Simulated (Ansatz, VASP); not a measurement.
## CuAgSe2: VASP beside Ansatz

```
Ag Cu Se
1.0
     1.89116    1.09186    6.86563
    -1.89116    1.09186    6.86563
     0.00000   -2.18372    6.86563
Ag Cu Se
1 1 2
Direct
  0.50000 0.50000 0.50000
  0.00000 0.00000 0.00000
  0.26670 0.26670 0.26670
  0.73330 0.73330 0.73330
```

Alike in both runs: task single point; functional PBE; k mesh 6 × 6 × 6; occupations gaussian, width 0.05 eV; collinear spin; Hubbard terms Cu d U = 4.0 eV.

```csv
,VASP,Ansatz
version,VASP 6.6.1,Ansatz 0.2.0
potentials or method,"VASP PAW PBE potentials, release 64 (Ag, Cu, Se), cutoff 520 eV","scalar-relativistic, plane waves, PAW"
valence electrons in the cell,34,70
```

Ansatz gave:

```
gap on the k mesh at the Fermi level (eV)                     : none
pressure (GPa)                                                : -5.5
traceless stress, the component that is largest in VASP (GPa) : -0.49
rms of the force components (eV/Å)                            : 0.198
net moment per atom (μB)                                      : 0.00
```

Problem. What did VASP give for the same quantities?

Solution. gap on the k mesh at the Fermi level (eV): none; pressure (GPa): -5.8; traceless stress, the component that is largest in VASP (GPa): -0.41; rms of the force components (eV/Å): 0.175; net moment per atom (μB): 0.00.

The programs project onto different local orbitals, so the same U acts differently, and such runs can settle in different states. Atom by atom the forces differ by 0.024 eV/Å (rms over components). A gap of «none» marks a metal or a gap that the smearing closes. VASP's potentials hold 34 valence electrons a cell and Ansatz's 70, so a difference there can come from the potentials and not from the codes. Ansatz's warnings: filled band counts differ across k points, seeded moment not kept.
